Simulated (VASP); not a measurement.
# CoSi (Pm-3m) in VASP: further runs

CoSi is run at these levels: PBE; tasks: single point.

Program: VASP 6.6.1. These are calculated values, not measurements. Logs are shortened: lines on timing, memory, paths and dates and some standing lists are left out, and cuts for length are marked.

## 1. The cell of the first run

Symmetry: Pm-3m, No. 221, cubic system. Conventional cell: a = 2.493 Å, b = 2.493 Å, c = 2.493 Å, α = 90.00°, β = 90.00°, γ = 90.00°. Co (site symmetry m-3m) has 8 Si at 2.16 Å and 6 Co at 2.49 Å within 2.9 Å. Within 2.9 Å of Si (site symmetry m-3m) lie 8 Co at 2.16 Å and 6 Si at 2.49 Å.

## 2. Single point, PBE (7.75 Å³/atom)

Input file INCAR:

```
SYSTEM = CoSi
PREC     = Accurate       ! precision mode
ENCUT    = 520            ! plane-wave cutoff, eV
EDIFF    = 1E-6           ! SCF threshold, eV
ISMEAR   = -1             ! smearing method
SIGMA    = 0.03           ! smearing width, eV
LREAL    = .False.        ! projectors in reciprocal space
LASPH    = .True.         ! aspherical terms in the spheres
NELM     = 80             ! most SCF steps
ALGO     = Normal         ! electronic algorithm
ISIF     = 2              ! what is computed and relaxed
LWAVE    = .False.        ! write WAVECAR
LCHARG   = .False.        ! write CHGCAR
GGA      = PE             ! functional
NBANDS   = 14             ! bands
```

Input file KPOINTS:

```
regular mesh
0
Gamma
  14 14 14
  0 0 0
```

Input file POSCAR:

```
CoSi
1.0
    2.4928566779      0.0000000000      0.0000000000
    0.0000000000      2.4928566779      0.0000000000
    0.0000000000      0.0000000000      2.4928566779
Co Si
1 1
Direct
    0.0000000000      0.0000000000      0.0000000000
    0.5000000000      0.5000000000      0.5000000000
```

Potentials or basis: VASP PAW PBE potentials, release 64 (Co, Si).

Command:

```bash
cat potpaw_PBE.64/Co/POTCAR potpaw_PBE.64/Si/POTCAR > POTCAR
mpirun -np 1 vasp_std > vasp.out
```

OUTCAR:

```text
SYSTEM = CoSi
   PREC = Accurate
   ENCUT = 520
   EDIFF = 1E-6
   ISMEAR = -1
   LREAL = .False.
   LASPH = .True.
   NELM = 80
   ISIF = 2
   GGA = PE

 ion  position               nearest neighbor table
   1  0.000  0.000  0.000-   2 2.16   2 2.16   2 2.16   2 2.16   2 2.16   2 2.16   2 2.16   2 2.16

   2  0.500  0.500  0.500-   1 2.16   1 2.16   1 2.16   1 2.16   1 2.16   1 2.16   1 2.16   1 2.16

  LATTYP: Found a simple cubic cell.
 ALAT       =     2.4928566779

  Lattice vectors:

 A1 = (   2.4928566779,   0.0000000000,   0.0000000000)
 A2 = (   0.0000000000,   2.4928566779,   0.0000000000)
 A3 = (   0.0000000000,   0.0000000000,   2.4928566779)

Analysis of symmetry for initial positions (statically):
=====================================================================
 Subroutine PRICEL returns:
 Original cell was already a primitive cell.

 Routine SETGRP: Setting up the symmetry group for a
 simple cubic supercell.

 Subroutine GETGRP returns: Found 48 space group operations
 (whereof 48 operations were pure point group operations)
 out of a pool of 48 trial point group operations.

The static configuration has the point symmetry O_h .

Analysis of symmetry for dynamics (positions and initial velocities):
=====================================================================
 Subroutine PRICEL returns:
 Original cell was already a primitive cell.

 Routine SETGRP: Setting up the symmetry group for a
 simple cubic supercell.

 Subroutine GETGRP returns: Found 48 space group operations
 (whereof 48 operations were pure point group operations)
 out of a pool of 48 trial point group operations.

The dynamic configuration has the point symmetry O_h .

 Subroutine INISYM returns: Found 48 space group operations
 (whereof 48 operations are pure point group operations),
 and found     1 'primitive' translations

----------------------------------------------------------------------------------------

                                     Primitive cell

  volume of cell :      15.4914

  direct lattice vectors                    reciprocal lattice vectors
     2.492856678  0.000000000  0.000000000     0.401146207  0.000000000  0.000000000
     0.000000000  2.492856678  0.000000000     0.000000000  0.401146207  0.000000000
     0.000000000  0.000000000  2.492856678     0.000000000  0.000000000  0.401146207

  length of vectors
     2.492856678  2.492856678  2.492856678     0.401146207  0.401146207  0.401146207

  position of ions in fractional coordinates (direct lattice)
     0.000000000  0.000000000  0.000000000
     0.500000000  0.500000000  0.500000000

  ion indices of the primitive-cell ions
   primitive index   ion index
                 1           1
                 2           2

----------------------------------------------------------------------------------------

 KPOINTS: regular mesh

Automatic generation of k-mesh.
 Grid dimensions read from file:
 generate k-points for:   14   14   14

 Generating k-lattice:

  Cartesian coordinates                     Fractional coordinates (reciprocal lattice)
     0.028653300  0.000000000  0.000000000     0.071428571  0.000000000  0.000000000
     0.000000000  0.028653300  0.000000000     0.000000000  0.071428571  0.000000000
     0.000000000  0.000000000  0.028653300     0.000000000  0.000000000  0.071428571

  Length of vectors
     0.028653300  0.028653300  0.028653300

  Shift w.r.t. Gamma in fractional coordinates (k-lattice)
     0.000000000  0.000000000  0.000000000

 Subroutine IBZKPT returns following result:
 ===========================================

 Found    120 irreducible k-points:

 Following reciprocal coordinates:
            Coordinates               Weight
  0.000000  0.000000  0.000000      1.000000
  0.071429  0.000000  0.000000      6.000000
  0.142857  0.000000  0.000000      6.000000
  0.214286  0.000000  0.000000      6.000000
  0.285714  0.000000  0.000000      6.000000
  0.357143  0.000000  0.000000      6.000000
[... 16 lines left out ...]
  0.285714  0.214286  0.000000     24.000000
  0.357143  0.214286  0.000000     24.000000
 [... further k-points ...]
   k-points           NKPTS =    120   k-points in BZ     NKDIM =    120   number of bands    NBANDS=     14
   number of dos      NEDOS =    301   number of ions     NIONS =      2
   total plane-waves  NPLWV =   8000
   dimension x,y,z NGX =    20 NGY =   20 NGZ =   20
   dimension x,y,z NGXF=    40 NGYF=   40 NGZF=   40
   ions per type =               1   1
   NGX,Y,Z   is equivalent  to a cutoff of  13.34, 13.34, 13.34 a.u.
   NGXF,Y,Z  is equivalent  to a cutoff of  26.68, 26.68, 26.68 a.u.
 SYSTEM =  CoSi
   PREC   = accura    normal or accurate (medium, high low for compatibility)
   ISTART =      0    job   : 0-new  1-cont  2-samecut
   ICHARG =      2    charge: 1-file 2-atom 10-const
   ISPIN  =      1    spin polarized calculation?
   LNONCOLLINEAR =      F non collinear calculations
   LSORBIT =      F    spin-orbit coupling
   LASPH  =      T    aspherical Exc in radial PAW
   ENCUT  =  520.0 eV  38.22 Ry    6.18 a.u.   4.64  4.64  4.64*2*pi/ulx,y,z
   NELM   =     80;   NELMIN=  2; NELMDL= -5     # of ELM steps
   EDIFF  = 0.1E-05   stopping-criterion for ELM
   LREAL  =      F    real-space projection
   EDIFFG = 0.1E-04   stopping-criterion for IOM
   NSW    =      0    number of steps for IOM
   IBRION =     -1    ionic relax: 0-MD 1-quasi-New 2-CG
   NFREE  =      0    steps in history (QN), initial steepest desc. (CG)
   ISIF   =      2    stress and relaxation
   ISYM   =      2    0-nonsym 1-usesym 2-fastsym
   POTIM  = 0.5000    time-step for ionic-motion
   TEBEG  =    0.0;   TEEND  =   0.0 temperature during run
   PSTRESS=    0.0 pullay stress
   NELECT =      13.0000    total number of electrons
   NUPDOWN=      -1.0000    fix difference up-down
   EMIN   =  10.00;   EMAX   =-10.00  energy-range for DOS
   EFERMI =   0.00;   METHOD = LEGACY
   ISMEAR =    -1;   SIGMA  =   0.03  broadening in eV -4-tet -1-fermi 0-gaus
   EFERMI_NEDOS =   21; number of points for ismear=-14 and -15
   IALGO  =     38    algorithm
   IMIX   =      4    mixing-type and parameters
     AMIX     =   0.40;   BMIX     =  1.00
     AMIX_MAG =   1.60;   BMIX_MAG =  1.00
  volume/ion in A,a.u.               =       7.75        52.27
  Fermi-wavevector in a.u.,A,eV,Ry     =   1.544159  2.918037 32.442092  2.384427
  Thomas-Fermi vector in A             =   2.649719
   LORBIT       =      0    0 simple, 1 ext, 2 COOP (PROOUT), +10 PAW based schemes
   GGA     = PE    functional components
   LHFCALC =     F    Hartree Fock is set to
   AEXX    =    0.0000 exact exchange contribution
   IVDW    =     0    specifies the selected vdW correction
   LEPSILON=     F    determine dielectric tensor
   LRPA    =     F    only Hartree local field effects (RPA)
 non-spin polarized calculation
  energy-cutoff  :      520.00
  volume of cell :       15.49
 maximum number of plane-waves:       437
 NGX is ok and might be reduce to    20
   NGX =  9   NGY =  9   NGZ =  9

 number of electron      12.9999989 magnetization

 Free energy of the ion-electron system (eV)
  ---------------------------------------------------
  ext. energy  EPLUGINS =         0.00000000
  ---------------------------------------------------
  free energy    TOTEN  =       -11.22474844 eV

  energy without entropy =      -11.22029642  energy(sigma->0) =      -11.22252243

 E-fermi :  18.9452     XC(G=0): -14.7006

 val. band max:       18.9429873419   @ k =   0.5000   0.3571   0.3571
 cond. band min:      18.9503286598   @ k =   0.4286   0.2143   0.2143
 fundamental gap:      0.0073413180
 Fermi energy:        18.9451740946

 k-point     1 :       0.0000    0.0000    0.0000
  band No.  band energies     occupation
      1       1.4678      2.00000
      2      12.7662      2.00000
      3      12.7662      2.00000
      4      16.9166      2.00000
      5      16.9166      2.00000
      6      16.9166      2.00000
      7      23.1202      0.00000
      8      23.1202      0.00000
      9      23.1202      0.00000
     10      27.4690      0.00000
     11      27.4690      0.00000
     12      38.0852      0.00000
     13      42.3541      0.00000
     14      42.3541      0.00000

 k-point     2 :       0.0714    0.0000    0.0000
  band No.  band energies     occupation
      1       1.5946      2.00000
      2      12.7219      2.00000
      3      12.8220      2.00000
      4      16.7824      2.00000
      5      16.7824      2.00000
      6      16.9297      2.00000
      7      22.3379      0.00000
      8      23.3478      0.00000
      9      23.3478      0.00000
     10      27.3626      0.00000
     11      28.2820      0.00000
     12      38.4010      0.00000
     13      41.2296      0.00000
     14      41.2296      0.00000

 k-point     3 :       0.1429    0.0000    0.0000
  band No.  band energies     occupation
      1       1.9715      2.00000
      2      12.5350      2.00000
      3      12.9829      2.00000
      4      16.4415      2.00000
      5      16.4415      2.00000
      6      16.9664      2.00000
      7      20.9365      0.00000
      8      23.9719      0.00000
      9      23.9719      0.00000
     10      27.0549      0.00000
     11      29.7927      0.00000
     12      39.2795      0.00000
     13      39.2795      0.00000
     14      39.3613      0.00000
[... 324 lines left out ...]
 k-point    23 :       0.2857    0.2143    0.0000
  band No.  band energies     occupation
      1       4.4345      2.00000
      2      11.7673      2.00000
      3      12.9408      2.00000
      4      14.9639      2.00000
      5      15.7430      2.00000
      6      16.3316      2.00000
      7      19.3228      0.00001
      8      22.2356      0.00000
      9      27.4089      0.00000
     10      27.5128      0.00000
     11      32.1151      0.00000
     12      35.7108      0.00000
     13      36.0358      0.00000
     14      38.1893      0.00000

 k-point    24 :       0.3571    0.2143    0.0000
  band No.  band energies     occupation
      1       5.3959      2.00000
      2      10.6347      2.00000
      3      13.3249      2.00000
      4      14.7785      2.00000
      5      15.4494      2.00000
      6      16.3871      2.00000
      7      18.8666      1.86429
      8      22.8634      0.00000
      9      26.7548      0.00000
     10      28.4939      0.00000
     11      31.3592      0.00000
     12      34.1004      0.00000
     13      37.3247      0.00000
     14      38.4585      0.00000

 [... further k-points ...]

------------------------ aborting loop because EDIFF is reached ----------------------------------------

  FORCE on cell =-STRESS in cart. coord.  units (eV):
  Direction    XX          YY          ZZ          XY          YZ          ZX
  --------------------------------------------------------------------------------------
  -------------------------------------------------------------------------------------
  Total       14.4715011     14.4715011     14.4715011     -0.0000000     -0.0000000     -0.0000000
  in kB     1496.6912955   1496.6912955   1496.6912955     -0.0000000     -0.0000000     -0.0000000
  external PRESSURE =    1496.6912955 kB  Pullay stress =       0.0000000 kB

 VOLUME and BASIS-vectors are now :
 -----------------------------------------------------------------------------
  energy-cutoff  :      520.00
  volume of cell :       15.49
      direct lattice vectors                 reciprocal lattice vectors
     2.492856678  0.000000000  0.000000000     0.401146207  0.000000000  0.000000000
     0.000000000  2.492856678  0.000000000     0.000000000  0.401146207  0.000000000
     0.000000000  0.000000000  2.492856678     0.000000000  0.000000000  0.401146207

 POSITION                                       TOTAL-FORCE (eV/Angst)
 -----------------------------------------------------------------------------------
      0.00000      0.00000      0.00000         0.000000      0.000000      0.000000
      1.24643      1.24643      1.24643         0.000000      0.000000      0.000000
 -----------------------------------------------------------------------------------
    total drift:                                0.000000      0.000000      0.000000

  FREE ENERGIE OF THE ION-ELECTRON SYSTEM (eV)
  ---------------------------------------------------
  free  energy   TOTEN  =       -11.2247484439 eV

  energy  without entropy=      -11.2202964225  energy(sigma->0) =      -11.22252243
```

It took 16 s on 1 thread of Intel Xeon Platinum 8259CL at 2.50GHz (Skylake/Cascade Lake), shared host; peak memory 0.14 GiB.

What came out:

- Free energy: -11.2247 eV
- Pressure: 149.7 GPa
- Band gap on the k mesh: zero (an odd number of electrons rules out a gap without spin polarisation)

Caveat: the cell stands under pressure; the run has no spin polarisation, though such a crystal can be magnetic.

## 3. Single point, PBE (8.61 Å³/atom)

This run uses another cell than the first one, of 8.61 Å³/atom.

Input file INCAR:

```
PREC = Accurate
ENCUT = 520
EDIFF = 1E-6
ISMEAR = -1
SIGMA = 0.03
LREAL = F
LASPH = T
NELM = 100
ALGO = Normal
ISIF = 2
LWAVE = F
LCHARG = F
GGA = PE
NBANDS = 14
```

Input file KPOINTS:

```
regular mesh
0
Gamma
  14 14 14
```

Input file POSCAR:

```
CoSi
1.0
    2.5819617674      0.0000000000      0.0000000000
    0.0000000000      2.5819617674      0.0000000000
    0.0000000000      0.0000000000      2.5819617674
Co Si
1 1
Direct
    0.0000000000      0.0000000000      0.0000000000
    0.5000000000      0.5000000000      0.5000000000
```

Potentials or basis: VASP PAW PBE potentials, release 64 (Co, Si).

Command:

```bash
cat potpaw_PBE.64/Co/POTCAR potpaw_PBE.64/Si/POTCAR > POTCAR
mpirun -np 1 vasp_std > vasp.out
```

OUTCAR:

```text
PREC = Accurate
   ENCUT = 520
   EDIFF = 1E-6
   ISMEAR = -1
   LREAL = F
   LASPH = T
   NELM = 100
   ISIF = 2
   GGA = PE

 ion  position               nearest neighbor table
   1  0.000  0.000  0.000-   2 2.24   2 2.24   2 2.24   2 2.24   2 2.24   2 2.24   2 2.24   2 2.24

   2  0.500  0.500  0.500-   1 2.24   1 2.24   1 2.24   1 2.24   1 2.24   1 2.24   1 2.24   1 2.24

  LATTYP: Found a simple cubic cell.
 ALAT       =     2.5819617674

[... 594 lines left out ...]

 [... further k-points ...]

------------------------ aborting loop because EDIFF is reached ----------------------------------------

  FORCE on cell =-STRESS in cart. coord.  units (eV):
  Direction    XX          YY          ZZ          XY          YZ          ZX
  --------------------------------------------------------------------------------------
  -------------------------------------------------------------------------------------
  Total        8.4851736      8.4851736      8.4851736      0.0000000      0.0000000     -0.0000000
  in kB      789.8086618    789.8086618    789.8086618      0.0000000      0.0000000     -0.0000000
  external PRESSURE =     789.8086618 kB  Pullay stress =       0.0000000 kB

 VOLUME and BASIS-vectors are now :
 -----------------------------------------------------------------------------
  energy-cutoff  :      520.00
  volume of cell :       17.21
      direct lattice vectors                 reciprocal lattice vectors
     2.581961767  0.000000000  0.000000000     0.387302404  0.000000000  0.000000000
     0.000000000  2.581961767  0.000000000     0.000000000  0.387302404  0.000000000
     0.000000000  0.000000000  2.581961767     0.000000000  0.000000000  0.387302404

 POSITION                                       TOTAL-FORCE (eV/Angst)
 -----------------------------------------------------------------------------------
      0.00000      0.00000      0.00000         0.000000      0.000000      0.000000
      1.29098      1.29098      1.29098         0.000000      0.000000      0.000000
 -----------------------------------------------------------------------------------
    total drift:                                0.000000      0.000000      0.000000

  FREE ENERGIE OF THE ION-ELECTRON SYSTEM (eV)
  ---------------------------------------------------
  free  energy   TOTEN  =       -12.4201806949 eV

  energy  without entropy=      -12.4155379547  energy(sigma->0) =      -12.41785932
```

OSZICAR:

```text
N       E                     dE             d eps       ncg     rms          rms(c)
DAV:   1     0.454031589437E+02    0.45403E+02   -0.55577E+03  3496   0.102E+03
DAV:   2    -0.118022606632E+02   -0.57205E+02   -0.51869E+02  3744   0.196E+02
DAV:   3    -0.137093771580E+02   -0.19071E+01   -0.18825E+01  4188   0.388E+01
DAV:   4    -0.137327273627E+02   -0.23350E-01   -0.23340E-01  3964   0.398E+00
DAV:   5    -0.137333897989E+02   -0.66244E-03   -0.66242E-03  4328   0.692E-01    0.191E+01
DAV:   6    -0.143907325970E+02   -0.65734E+00   -0.22809E+01  3840   0.761E+01    0.106E+01
DAV:   7    -0.124881422889E+02    0.19026E+01   -0.10717E+01  3948   0.510E+01    0.561E+00
DAV:   8    -0.124274333602E+02    0.60709E-01   -0.15439E-01  4078   0.338E+00    0.123E+00
DAV:   9    -0.124203786241E+02    0.70547E-02   -0.17857E-02  4786   0.197E+00    0.417E-01
DAV:  10    -0.124201864043E+02    0.19222E-03   -0.10490E-03  4986   0.313E-01    0.321E-02
DAV:  11    -0.124201815487E+02    0.48555E-05   -0.22353E-05  4282   0.421E-02    0.150E-02
DAV:  12    -0.124201806949E+02    0.85381E-06   -0.44015E-07  2616   0.571E-03
   1 F= -.12420181E+02 E0= -.12417859E+02  d E =-.464274E-02
```

stdout:

```text
POSCAR found type information on POSCAR CoSi
 POSCAR found :  2 types and       2 ions
 scaLAPACK will be used
 LDA part: xc-table for (Slater+PW92), standard interpolation
 POSCAR, INCAR and KPOINTS ok, starting setup
 FFT: planning ... GRIDC
 FFT: planning ... GRID_SOFT
 FFT: planning ... GRID
 WAVECAR not read
 entering main loop
```

Wall time 17 s (1 thread of Intel Xeon Platinum 8259CL at 2.50GHz (Skylake/Cascade Lake), shared host); peak memory 0.14 GiB.

What came out:

- Free energy: -12.4202 eV
- Pressure: 79.0 GPa
- Band gap on the k mesh: zero (an odd number of electrons rules out a gap without spin polarisation)

Caveat: the cell stands under pressure; the run has no spin polarisation, though such a crystal can be magnetic. Spin polarisation is off, so any magnetic state and its effect on volume and gap are missing.
